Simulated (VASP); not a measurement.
# CdTe (Pm-3m) in VASP: notebook, part 2 of 2

VASP 6.6.1. Earlier steps stand in the parts before.

### 4 Relaxation of cell and atoms, PBE

This run uses another cell than the first one, of 27.39 Å³/atom, 0.880 times its volume.

Contents of INCAR:

```
SYSTEM = CdTe
ALGO     = Normal         ! electronic algorithm
EDIFF    = 1E-6           ! SCF threshold, eV
EDIFFG   = -0.01          ! ionic threshold
ENCUT    = 600            ! plane-wave cutoff, eV
GGA      = PE             ! functional
IBRION   = 2              ! ionic algorithm
ISIF     = 3              ! what is computed and relaxed
ISMEAR   = 0              ! smearing method
LASPH    = .True.         ! aspherical terms in the spheres
LCHARG   = .False.        ! write CHGCAR
LREAL    = .False.        ! projectors in reciprocal space
LWAVE    = .False.        ! write WAVECAR
NELM     = 80             ! most SCF steps
NSW      = 100            ! ionic steps
PREC     = Accurate       ! precision mode
SIGMA    = 0.1            ! smearing width, eV
```

Contents of KPOINTS:

```
k-points
0
Gamma
  14 14 14
  0 0 0
```

Contents of POSCAR:

```
CdTe
1.0
    3.7977617938      0.0000000000      0.0000000000
    0.0000000000      3.7977617938      0.0000000000
    0.0000000000      0.0000000000      3.7977617938
Cd Te
1 1
Direct
    0.0000000000      0.0000000000      0.0000000000
    0.5000000000      0.5000000000      0.5000000000
```

Potentials or basis: VASP PAW PBE potentials, release 64 (Cd, Te).

Launch:

```sh
$ cat potpaw_PBE.64/Cd/POTCAR potpaw_PBE.64/Te/POTCAR > POTCAR
$ mpirun -np 1 vasp_std > vasp.out
```

OUTCAR:

```text
SYSTEM = CdTe
   EDIFF = 1E-6
   EDIFFG = -0.01
   ENCUT = 600
   GGA = PE
   IBRION = 2
   ISIF = 3
   ISMEAR = 0
   LASPH = .True.
   LREAL = .False.
   NELM = 80
   NSW = 100
   PREC = Accurate

 ion  position               nearest neighbor table
   1  0.000  0.000  0.000-   2 3.29   2 3.29   2 3.29   2 3.29   2 3.29   2 3.29   2 3.29   2 3.29

   2  0.500  0.500  0.500-   1 3.29   1 3.29   1 3.29   1 3.29   1 3.29   1 3.29   1 3.29   1 3.29

  LATTYP: Found a simple cubic cell.
 ALAT       =     3.7977617938

  Lattice vectors:

 A1 = (   3.7977617938,   0.0000000000,   0.0000000000)
 A2 = (   0.0000000000,   3.7977617938,   0.0000000000)
 A3 = (   0.0000000000,   0.0000000000,   3.7977617938)

Analysis of symmetry for initial positions (statically):
=====================================================================
 Subroutine PRICEL returns:
 Original cell was already a primitive cell.

 Routine SETGRP: Setting up the symmetry group for a
 simple cubic supercell.

 Subroutine GETGRP returns: Found 48 space group operations
 (whereof 48 operations were pure point group operations)
 out of a pool of 48 trial point group operations.

The static configuration has the point symmetry O_h .

Analysis of symmetry for dynamics (positions and initial velocities):
=====================================================================
 Subroutine PRICEL returns:
 Original cell was already a primitive cell.

 Routine SETGRP: Setting up the symmetry group for a
 simple cubic supercell.

 Subroutine GETGRP returns: Found 48 space group operations
 (whereof 48 operations were pure point group operations)
 out of a pool of 48 trial point group operations.

The dynamic configuration has the point symmetry O_h .

 Subroutine INISYM returns: Found 48 space group operations
 (whereof 48 operations are pure point group operations),
 and found     1 'primitive' translations
[... 169 lines left out ...]
 -----------------------------------------------------------------------------------
    total drift:                                0.000000     -0.000000     -0.000000

  FREE ENERGIE OF THE ION-ELECTRON SYSTEM (eV)
  ---------------------------------------------------
  free  energy   TOTEN  =        -3.7377524633 eV

  energy  without entropy=       -3.7300903805  energy(sigma->0) =       -3.73392142

--------------------------------------- Ionic step        2  -------------------------------------------

 number of electron      17.9999998 magnetization

 Free energy of the ion-electron system (eV)
  ---------------------------------------------------
  ext. energy  EPLUGINS =         0.00000000
  ---------------------------------------------------
  free energy    TOTEN  =        -3.73830576 eV

  energy without entropy =       -3.73079911  energy(sigma->0) =       -3.73455243

 E-fermi :   4.7259     XC(G=0): -10.0783

 val. band max:        4.7117507690   @ k =   0.4286   0.1429   0.0714
 cond. band min:       4.7408484432   @ k =   0.2857   0.2143   0.0000
 fundamental gap:      0.0290976742
 Fermi energy:         4.7258654765

 k-point     1 :       0.0000    0.0000    0.0000
  band No.  band energies     occupation
      1      -7.4441      2.00000
      2      -3.8002      2.00000
      3      -3.8002      2.00000
      4      -3.5436      2.00000
      5      -3.5436      2.00000
      6      -3.5436      2.00000
      7       3.5546      2.00000
      8       3.7630      2.00000
      9       3.7630      2.00000
     10       3.7630      2.00000
     11       9.6357      0.00000
     12       9.6357      0.00000
     13      14.0994      0.00000
[... 354 lines left out ...]
  band No.  band energies     occupation
      1      -6.5027      2.00000
      2      -3.7410      2.00000
      3      -3.6407      2.00000
      4      -3.6215      2.00000
      5      -3.5771      2.00000
      6      -3.5748      2.00000
      7      -0.1596      2.00000
      8       2.3414      2.00000
      9       4.9576      0.00105
     10       6.3746      0.00000
     11       8.6915      0.00000
     12      11.1187      0.00000
     13      11.4774      0.00000

 [... further k-points ...]
[... 5 lines left out ...]
  --------------------------------------------------------------------------------------
  -------------------------------------------------------------------------------------
  Total        0.0110118      0.0110118      0.0110118      0.0000000      0.0000000      0.0000000
  in kB        0.3251377      0.3251377      0.3251377      0.0000000      0.0000000      0.0000000
  external PRESSURE =       0.3251377 kB  Pullay stress =       0.0000000 kB

 VOLUME and BASIS-vectors are now :
 -----------------------------------------------------------------------------
  energy-cutoff  :      600.00
  volume of cell :       54.26
      direct lattice vectors                 reciprocal lattice vectors
     3.785885488 -0.000000000  0.000000000     0.264138998  0.000000000  0.000000000
    -0.000000000  3.785885488 -0.000000000     0.000000000  0.264138998  0.000000000
    -0.000000000 -0.000000000  3.785885488     0.000000000  0.000000000  0.264138998

 POSITION                                       TOTAL-FORCE (eV/Angst)
 -----------------------------------------------------------------------------------
      0.00000      0.00000      0.00000        -0.000000     -0.000000      0.000000
      1.89294      1.89294      1.89294         0.000000      0.000000      0.000000
 -----------------------------------------------------------------------------------
    total drift:                                0.000000     -0.000000     -0.000000

  FREE ENERGIE OF THE ION-ELECTRON SYSTEM (eV)
  ---------------------------------------------------
  free  energy   TOTEN  =        -3.7383057556 eV

  energy  without entropy=       -3.7307991119  energy(sigma->0) =       -3.73455243

 reached required accuracy - stopping structural energy minimisation
```

OSZICAR:

```text
N       E                     dE             d eps       ncg     rms          rms(c)
DAV:   1     0.110017533753E+03    0.11002E+03   -0.94343E+03  3144   0.139E+03
[... 13 lines left out ...]
DAV:   1    -0.375255534018E+01   -0.14803E-01   -0.30736E-01  3400   0.699E+00    0.873E-01
DAV:   2    -0.373978657468E+01    0.12769E-01   -0.34734E-02  3155   0.277E+00    0.271E-01
DAV:   3    -0.373844496284E+01    0.13416E-02   -0.30939E-03  3395   0.600E-01    0.221E-01
DAV:   4    -0.373830905372E+01    0.13591E-03   -0.20476E-04  3313   0.113E-01    0.790E-02
DAV:   5    -0.373830429499E+01    0.47587E-05   -0.21626E-05  3424   0.525E-02    0.367E-02
DAV:   6    -0.373830615387E+01   -0.18589E-05   -0.48893E-06  3260   0.291E-02    0.945E-03
DAV:   7    -0.373830575562E+01    0.39825E-06   -0.43765E-07  1675   0.887E-03
   2 F= -.37383058E+01 E0= -.37345524E+01  d E =-.553292E-03
```

CONTCAR:

```text
CdTe
   1.00000000000000
     3.7858854878759196   -0.0000000000000000    0.0000000000000000
    -0.0000000000000000    3.7858854878759196   -0.0000000000000000
    -0.0000000000000000   -0.0000000000000000    3.7858854878759196
  Cd              Te
     1     1
Direct
     0.0000000000000000    0.0000000000000000    0.0000000000000000
     0.5000000000000000    0.5000000000000000    0.5000000000000000

  0.00000000E+00  0.00000000E+00  0.00000000E+00
  0.00000000E+00  0.00000000E+00  0.00000000E+00
```

Run time: 3 min. Hardware: 1 thread of Intel Xeon 8259CL, shared host; peak memory 0.27 GiB.

Results:

| Property | Result |
| --- | --- |
| Free energy | -3.7383 eV |
| Relaxed volume | 27.13 Å³/atom |
| Relaxed cell | a = 3.786 Å, b = 3.786 Å, c = 3.786 Å, α = 90.00°, β = 90.00°, γ = 90.00° |
| Space group after relaxing (to 0.05 Å) | Pm-3m (No. 221) |
| Energy gained by relaxing | 0.3 meV/atom |
| Ionic steps | 2 |
| Pressure after relaxing | 0.0 GPa |
| Band gap on the k mesh | zero (band 9 reaches 5.19 eV, above the bottom of band 10 at 3.55 eV) |

The path:
| step | energy change (eV) | largest force (eV/Å) | pressure (GPa) | volume (Å³) |
| --- | --- | --- | --- | --- |
| 1 | 0.0000 | 0.0000 | -0.38 | 54.78 |
| 2 | -0.0006 | 0.0000 | 0.03 | 54.26 |

Final structure:
```xyz
2
Lattice="3.7859 0.0000 0.0000 0.0000 3.7859 0.0000 0.0000 0.0000 3.7859" Properties=species:S:1:pos:R:3 pbc="T T T"
Cd    0.0000    0.0000    0.0000
Te    1.8929    1.8929    1.8929
```

Levels at points of the mesh, in eV from the Fermi level:
```tsv
k point	band 6	band 7	band 8	band 9	band 10	band 11	band 12	band 13
(0.00, 0.00, 0.00)	-8.27	-1.17	-0.96	-0.96	-0.96	4.91	4.91	9.37
(0.50, 0.00, 0.00)	-8.26	-5.85	0.35	0.35	2.82	3.37	5.36	5.36
(0.50, 0.50, 0.00)	-7.88	-4.21	-4.21	-1.98	0.65	6.49	6.49	7.20
(0.50, 0.50, 0.50)	-8.14	-2.24	-2.24	-2.24	0.38	0.96	0.96	0.96
```

Caveat: spin-orbit coupling is left out, which moves the levels of the heavy elements.

### 5 The runs side by side

```csv
task,cell,k mesh,cutoff (eV),gap on the mesh (eV),pressure (GPa),relaxed volume (Å³/atom)
relaxation of cell and atoms,"relaxed from a = 3.963 Å, 2 atoms",4 × 4 × 4,600,none,0.0,27.63
single point,"a = 3.784 Å, 2 atoms",14 × 14 × 14,520,none,0.1,-
relaxation of cell and atoms,"relaxed from a = 3.798 Å, 2 atoms",14 × 14 × 14,600,none,0.0,27.13
```

Alike in all rows: level PBE; potentials or basis VASP PAW PBE potentials, release 64 (Cd, Te); no spin polarisation; smearing gaussian 0.1 eV.

Caveats: some runs use coarse meshes; spin-orbit coupling is left out, which moves the levels of the heavy elements.

Absolute energies hang on the potentials; compare differences alone.
